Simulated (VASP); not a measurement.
# HfSiO4 (kk07) (I4_1/amd) in VASP: single point with LDA

Aim: the single point of HfSiO4 (kk07) with LDA.

Program: VASP 6.6.1. These are calculated values, not measurements. Logs are shortened: lines on timing, memory, paths and dates and some standing lists are left out, and cuts for length are marked.

**1. The cell of the first run**

Symmetry: I4_1/amd, No. 141, tetragonal system. The conventional cell has a = 6.553 Å, b = 6.553 Å, c = 5.964 Å, α = 90.00°, β = 90.00°, γ = 90.00°. Within 2.8 Å of Hf (site symmetry -4m2) lie 8 O at 2.10 to 2.26 Å. Si (site symmetry -4m2) has 4 O at 1.62 Å within 2.2 Å. Within 2.2 Å of O (site symmetry m) lie 1 Si at 1.62 Å and 1 Hf at 2.10 Å.

**2. Single point, LDA**

INCAR reads:

```
ALGO = Normal
EDIFF = 1E-6
ENCUT = 520
GGA = CA
ISIF = 2
ISMEAR = 0
LASPH = True
LCHARG = False
LREAL = False
LWAVE = False
NBANDS = 50
NELM = 80
PREC = Accurate
SIGMA = 0.1
```

KPOINTS reads:

```
k-points
0
Gamma
  4 4 4
```

POSCAR reads:

```
HfSiO4
1.0
   -3.2767016800      3.2767016800      2.9822469600
    3.2767016800     -3.2767016800      2.9822469600
    3.2767016800      3.2767016800     -2.9822469600
Hf Si O
2 2 8
Direct
    0.0000000000      0.0000000000      0.0000000000
    0.7500000000      0.2500000000      0.5000000000
    0.2500000000      0.7500000000      0.5000000000
    0.5000000000      0.5000000000      0.0000000000
    0.1340875500      0.3192007700      0.8148867800
    0.0692007700      0.7543139900      0.6851132200
    0.0692007700      0.3840875500      0.3148867800
    0.5043139900      0.3192007700      0.1851132200
    0.6807992300      0.4956860100      0.8148867800
    0.6159124500      0.9307992300      0.6851132200
    0.2456860100      0.9307992300      0.3148867800
    0.6807992300      0.8659124500      0.1851132200
```

Potentials or basis: VASP PAW LDA potentials, release 64 (Hf_pv, Si, O).

Command:

```console
cat potpaw_LDA.64/Hf_pv/POTCAR potpaw_LDA.64/Si/POTCAR potpaw_LDA.64/O/POTCAR > POTCAR
mpirun -np 1 vasp_std > vasp.out
```

OUTCAR:

```text
EDIFF = 1E-6
   ENCUT = 520
   GGA = CA
   ISIF = 2
   ISMEAR = 0
   LASPH = True
   LREAL = False
   NELM = 80
   PREC = Accurate

 ion  position               nearest neighbor table
   1  0.000  0.000  0.000-   7 2.10  10 2.10   6 2.10  11 2.10   5 2.26  12 2.26   8 2.26   9 2.26
                             4 2.98   4 2.98   2 3.60   2 3.60   2 3.60   2 3.60
   2  0.750  0.250  0.500-   5 2.10  12 2.10   9 2.10   8 2.10  10 2.26   7 2.26   6 2.26  11 2.26
                             3 2.98   3 2.98   1 3.60   1 3.60   1 3.60   1 3.60
   3  0.250  0.750  0.500-   6 1.62  11 1.62  10 1.62   7 1.62   2 2.98   2 2.98
   4  0.500  0.500  0.000-   8 1.62   9 1.62   5 1.62  12 1.62   1 2.98   1 2.98
   5  0.134  0.319  0.815-   4 1.62   2 2.10   1 2.26
   6  0.069  0.754  0.685-   3 1.62   1 2.10   2 2.26
   7  0.069  0.384  0.315-   3 1.62   1 2.10   2 2.26
   8  0.504  0.319  0.185-   4 1.62   2 2.10   1 2.26
   9  0.681  0.496  0.815-   4 1.62   2 2.10   1 2.26
  10  0.616  0.931  0.685-   3 1.62   1 2.10   2 2.26
  11  0.246  0.931  0.315-   3 1.62   1 2.10   2 2.26
  12  0.681  0.866  0.185-   4 1.62   2 2.10   1 2.26

  LATTYP: Found a body centered tetragonal cell.
 ALAT       =     6.5534033600
 C/A-ratio  =     0.9101368544

  Lattice vectors:

 A1 = (  -3.2767016800,   3.2767016800,   2.9822469600)
 A2 = (   3.2767016800,  -3.2767016800,   2.9822469600)
 A3 = (   3.2767016800,   3.2767016800,  -2.9822469600)

Analysis of symmetry for initial positions (statically):
=====================================================================
 Subroutine PRICEL returns:
 Original cell was already a primitive cell.

 Routine SETGRP: Setting up the symmetry group for a
 body centered tetragonal supercell.

 Subroutine GETGRP returns: Found 16 space group operations
 (whereof  8 operations were pure point group operations)
 out of a pool of 16 trial point group operations.

The static configuration has the point symmetry D_2d.
 The point group associated with its full space group is D_4h.

Analysis of symmetry for dynamics (positions and initial velocities):
=====================================================================
 Subroutine PRICEL returns:
 Original cell was already a primitive cell.

 Routine SETGRP: Setting up the symmetry group for a
 body centered tetragonal supercell.

 Subroutine GETGRP returns: Found 16 space group operations
 (whereof  8 operations were pure point group operations)
 out of a pool of 16 trial point group operations.

The dynamic configuration has the point symmetry D_2d.
 The point group associated with its full space group is D_4h.

 Subroutine INISYM returns: Found 16 space group operations
 (whereof  8 operations are pure point group operations),
 and found     1 'primitive' translations

----------------------------------------------------------------------------------------

                                     Primitive cell

  volume of cell :     128.0788

  direct lattice vectors                    reciprocal lattice vectors
    -3.276701680  3.276701680  2.982246960     0.000000000  0.152592469  0.167658818
     3.276701680 -3.276701680  2.982246960     0.152592469  0.000000000  0.167658818
     3.276701680  3.276701680 -2.982246960     0.152592469  0.152592469  0.000000000

  length of vectors
     5.510657377  5.510657377  5.510657377     0.226702318  0.226702318  0.215798339

  position of ions in fractional coordinates (direct lattice)
     0.000000000  0.000000000  0.000000000
     0.750000000  0.250000000  0.500000000
     0.250000000  0.750000000  0.500000000
     0.500000000  0.500000000  0.000000000
     0.134087550  0.319200770  0.814886780
     0.069200770  0.754313990  0.685113220
     0.069200770  0.384087550  0.314886780
     0.504313990  0.319200770  0.185113220
     0.680799230  0.495686010  0.814886780
     0.615912450  0.930799230  0.685113220
     0.245686010  0.930799230  0.314886780
     0.680799230  0.865912450  0.185113220

  ion indices of the primitive-cell ions
   primitive index   ion index
                 1           1
                 2           2
                 3           3
                 4           4
                 5           5
                 6           6
                 7           7
                 8           8
                 9           9
                10          10
                11          11
                12          12

----------------------------------------------------------------------------------------

 KPOINTS: k-points

Automatic generation of k-mesh.
 Grid dimensions read from file:
 generate k-points for:    4    4    4

 Generating k-lattice:

  Cartesian coordinates                     Fractional coordinates (reciprocal lattice)
     0.000000000  0.038148117  0.041914704     0.250000000 -0.000000000  0.000000000
     0.038148117  0.000000000  0.041914704    -0.000000000  0.250000000  0.000000000
     0.038148117  0.038148117  0.000000000     0.000000000  0.000000000  0.250000000

  Length of vectors
     0.056675579  0.056675579  0.053949585

  Shift w.r.t. Gamma in fractional coordinates (k-lattice)
     0.000000000  0.000000000  0.000000000

 Subroutine IBZKPT returns following result:
 ===========================================

 Found     13 irreducible k-points:

 Following reciprocal coordinates:
            Coordinates               Weight
  0.000000  0.000000  0.000000      1.000000
  0.250000  0.000000 -0.000000      8.000000
  0.500000  0.000000 -0.000000      4.000000
  0.250000  0.250000 -0.000000      8.000000
  0.500000  0.250000 -0.000000     16.000000
 -0.250000  0.250000  0.000000      4.000000
  0.500000  0.500000 -0.000000      2.000000
  0.250000  0.250000  0.250000      2.000000
 -0.250000  0.250000  0.250000      4.000000
  0.500000  0.500000  0.250000      4.000000
 -0.250000  0.500000  0.250000      8.000000
 -0.250000 -0.250000  0.250000      2.000000
  0.500000  0.500000  0.500000      1.000000
   k-points           NKPTS =     13   k-points in BZ     NKDIM =     13   number of bands    NBANDS=     50
   number of dos      NEDOS =    301   number of ions     NIONS =     12
   total plane-waves  NPLWV =  74088
   dimension x,y,z NGX =    42 NGY =   42 NGZ =   42
   dimension x,y,z NGXF=    84 NGYF=   84 NGZF=   84
   ions per type =               2   2   8
   NGX,Y,Z   is equivalent  to a cutoff of  12.67, 12.67, 12.67 a.u.
   NGXF,Y,Z  is equivalent  to a cutoff of  25.34, 25.34, 25.34 a.u.
 SYSTEM =  unknown system
   PREC   = accura    normal or accurate (medium, high low for compatibility)
   ISTART =      0    job   : 0-new  1-cont  2-samecut
   ICHARG =      2    charge: 1-file 2-atom 10-const
   ISPIN  =      1    spin polarized calculation?
   LNONCOLLINEAR =      F non collinear calculations
   LSORBIT =      F    spin-orbit coupling
   LASPH  =      T    aspherical Exc in radial PAW
   ENCUT  =  520.0 eV  38.22 Ry    6.18 a.u.  10.25 10.25 10.25*2*pi/ulx,y,z
   NELM   =     80;   NELMIN=  2; NELMDL= -5     # of ELM steps
   EDIFF  = 0.1E-05   stopping-criterion for ELM
   LREAL  =      F    real-space projection
   EDIFFG = 0.1E-04   stopping-criterion for IOM
   NSW    =      0    number of steps for IOM
   IBRION =     -1    ionic relax: 0-MD 1-quasi-New 2-CG
   NFREE  =      0    steps in history (QN), initial steepest desc. (CG)
   ISIF   =      2    stress and relaxation
   ISYM   =      2    0-nonsym 1-usesym 2-fastsym
   POTIM  = 0.5000    time-step for ionic-motion
   TEBEG  =    0.0;   TEEND  =   0.0 temperature during run
   PSTRESS=    0.0 pullay stress
   NELECT =      76.0000    total number of electrons
   NUPDOWN=      -1.0000    fix difference up-down
   EMIN   =  10.00;   EMAX   =-10.00  energy-range for DOS
   EFERMI =   0.00;   METHOD = LEGACY
   ISMEAR =     0;   SIGMA  =   0.10  broadening in eV -4-tet -1-fermi 0-gaus
   EFERMI_NEDOS =   21; number of points for ismear=-14 and -15
   IALGO  =     38    algorithm
   IMIX   =      4    mixing-type and parameters
     AMIX     =   0.40;   BMIX     =  1.00
     AMIX_MAG =   1.60;   BMIX_MAG =  1.00
  volume/ion in A,a.u.               =      10.67        72.03
  Fermi-wavevector in a.u.,A,eV,Ry     =   1.375689  2.599675 25.749296  1.892520
  Thomas-Fermi vector in A             =   2.501002
   LORBIT       =      0    0 simple, 1 ext, 2 COOP (PROOUT), +10 PAW based schemes
   GGA     = CA    functional components
   LHFCALC =     F    Hartree Fock is set to
   AEXX    =    0.0000 exact exchange contribution
   IVDW    =     0    specifies the selected vdW correction
   LEPSILON=     F    determine dielectric tensor
   LRPA    =     F    only Hartree local field effects (RPA)
 non-spin polarized calculation
 Gauss-broadening in eV      SIGMA  =   0.10
  energy-cutoff  :      520.00
  volume of cell :      128.08
 maximum number of plane-waves:      3468
 NGX is ok and might be reduce to    42
   NGX = 21   NGY = 21   NGZ = 21

 number of electron      75.9999995 magnetization

 Free energy of the ion-electron system (eV)
  ---------------------------------------------------
  ext. energy  EPLUGINS =         0.00000000
  ---------------------------------------------------
  free energy    TOTEN  =      -119.01382937 eV

  energy without entropy =     -119.01382937  energy(sigma->0) =     -119.01382937

 E-fermi :   3.5708     XC(G=0): -11.6368

 val. band max:        3.1391843501   @ k =   0.0000   0.0000   0.0000
 cond. band min:       8.4144867231   @ k =   0.5000   0.5000  -0.0000
 fundamental gap:      5.2753023731
 Fermi energy:         3.5707958012

 k-point     1 :       0.0000    0.0000    0.0000
  band No.  band energies     occupation
      1     -25.9441      2.00000
      2     -25.9441      2.00000
      3     -25.8632      2.00000
      4     -25.8525      2.00000
      5     -25.7526      2.00000
      6     -25.7526      2.00000
[... 42 lines left out ...]
     49      12.3385      0.00000
     50      12.8224      0.00000

 k-point     2 :       0.2500    0.0000   -0.0000
  band No.  band energies     occupation
      1     -25.9477      2.00000
      2     -25.9402      2.00000
      3     -25.8747      2.00000
      4     -25.8410      2.00000
      5     -25.7622      2.00000
      6     -25.7494      2.00000
[... 42 lines left out ...]
     49      12.0975      0.00000
     50      12.6631      0.00000

 k-point     3 :       0.5000    0.0000   -0.0000
  band No.  band energies     occupation
      1     -25.9512      2.00000
      2     -25.9234      2.00000
      3     -25.9101      2.00000
      4     -25.7997      2.00000
      5     -25.7905      2.00000
      6     -25.7464      2.00000
[... 42 lines left out ...]
     49      12.3029      0.00000
     50      12.9488      0.00000

 k-point     4 :       0.2500    0.2500   -0.0000
  band No.  band energies     occupation
      1     -25.9579      2.00000
      2     -25.9302      2.00000
      3     -25.8792      2.00000
      4     -25.8366      2.00000
      5     -25.7705      2.00000
      6     -25.7470      2.00000
[... 416 lines left out ...]
 k-point    12 :      -0.2500   -0.2500    0.2500
  band No.  band energies     occupation
      1     -25.9514      2.00000
      2     -25.9514      2.00000
      3     -25.8679      2.00000
      4     -25.8558      2.00000
      5     -25.7462      2.00000
      6     -25.7462      2.00000
[... 42 lines left out ...]
     49      11.8833      0.00000
     50      12.5362      0.00000

 k-point    13 :       0.5000    0.5000    0.5000
  band No.  band energies     occupation
      1     -25.9594      2.00000
      2     -25.9594      2.00000
      3     -25.8593      2.00000
      4     -25.8593      2.00000
      5     -25.7395      2.00000
      6     -25.7395      2.00000
[... 42 lines left out ...]
     49      12.5609      0.00000
     50      12.5609      0.00000

------------------------ aborting loop because EDIFF is reached ----------------------------------------

  FORCE on cell =-STRESS in cart. coord.  units (eV):
  Direction    XX          YY          ZZ          XY          YZ          ZX
  --------------------------------------------------------------------------------------
  -------------------------------------------------------------------------------------
  Total       -3.8387041     -3.8387041     -4.3559137      0.0000000      0.0000000      0.0000000
  in kB      -48.0195205    -48.0195205    -54.4894531      0.0000000      0.0000000      0.0000000
  external PRESSURE =     -50.1761647 kB  Pullay stress =       0.0000000 kB

 VOLUME and BASIS-vectors are now :
 -----------------------------------------------------------------------------
  energy-cutoff  :      520.00
  volume of cell :      128.08
      direct lattice vectors                 reciprocal lattice vectors
    -3.276701680  3.276701680  2.982246960     0.000000000  0.152592469  0.167658818
     3.276701680 -3.276701680  2.982246960     0.152592469  0.000000000  0.167658818
     3.276701680  3.276701680 -2.982246960     0.152592469  0.152592469  0.000000000

 POSITION                                       TOTAL-FORCE (eV/Angst)
 -----------------------------------------------------------------------------------
      0.00000      0.00000      0.00000        -0.000000     -0.000000     -0.000000
      0.00000      3.27670      1.49112        -0.000000     -0.000000     -0.000000
      3.27670      0.00000      1.49112        -0.000000     -0.000000     -0.000000
      0.00000      0.00000      2.98225        -0.000000     -0.000000     -0.000000
      3.27670      2.06358     -1.07838        -0.000000     -0.154813     -0.251632
      4.48982      0.00000      0.41275         0.154813     -0.000000     -0.251632
      2.06358      0.00000      0.41275        -0.154813     -0.000000     -0.251632
     -0.00000      1.21312      1.90387        -0.000000      0.154813     -0.251632
      2.06358      3.27670      1.07838        -0.154813     -0.000000      0.251632
      3.27670      1.21312      2.56950        -0.000000      0.154813      0.251632
      3.27670     -1.21312      2.56950        -0.000000     -0.154813      0.251632
      1.21312     -0.00000      4.06062         0.154813      0.000000      0.251632
 -----------------------------------------------------------------------------------
    total drift:                                0.000000      0.000000     -0.000000

  FREE ENERGIE OF THE ION-ELECTRON SYSTEM (eV)
  ---------------------------------------------------
  free  energy   TOTEN  =      -119.0138293745 eV

  energy  without entropy=     -119.0138293745  energy(sigma->0) =     -119.01382937
```

Wall time 80 s (1 thread of AMD EPYC 9R45 (Zen 5), shared host); peak memory 0.21 GiB.

What came out:

```yaml
Free_energy: -119.0138 eV
Pressure: -5.0 GPa
Largest_force: 0.295 eV/Å
Band_gap_on_the_k_mesh: 5.28 eV, indirect (least direct gap 5.69 eV)
```

Forces in eV/Å, atoms in the order of the input:
```
Hf   0.000  0.000  0.000
Hf   0.000  0.000  0.000
Si   0.000  0.000  0.000
Si   0.000  0.000  0.000
O    0.000 -0.155 -0.252
O    0.155  0.000 -0.252
O   -0.155  0.000 -0.252
O    0.000  0.155 -0.252
O   -0.155  0.000  0.252
O    0.000  0.155  0.252
O    0.000 -0.155  0.252
O    0.155  0.000  0.252
```

Levels at points of the mesh, in eV from the valence-band top:
```
           k point  band 34  band 35  band 36  band 37  band 38  band 39  band 40  band 41  band 42  band 43
(0.00, 0.00, 0.00)    -0.68    -0.58    -0.58    -0.57     0.00     5.69     5.98     6.07     6.15     6.15
(0.50, 0.00, 0.00)    -1.17    -0.97    -0.85    -0.28    -0.19     5.56     5.72     6.50     6.69     6.80
(0.50, 0.50, 0.00)    -1.02    -0.96    -0.96    -0.63    -0.63     5.28     5.28     6.42     6.42     6.46
(0.50, 0.50, 0.50)    -1.38    -1.14    -1.14    -0.88    -0.88     6.20     6.20     6.57     6.57     6.70
```

Caveat: spin-orbit coupling is left out, which moves the levels of the heavy elements. Expect the measured gap to be larger: semilocal functionals such as LDA lack the derivative discontinuity.
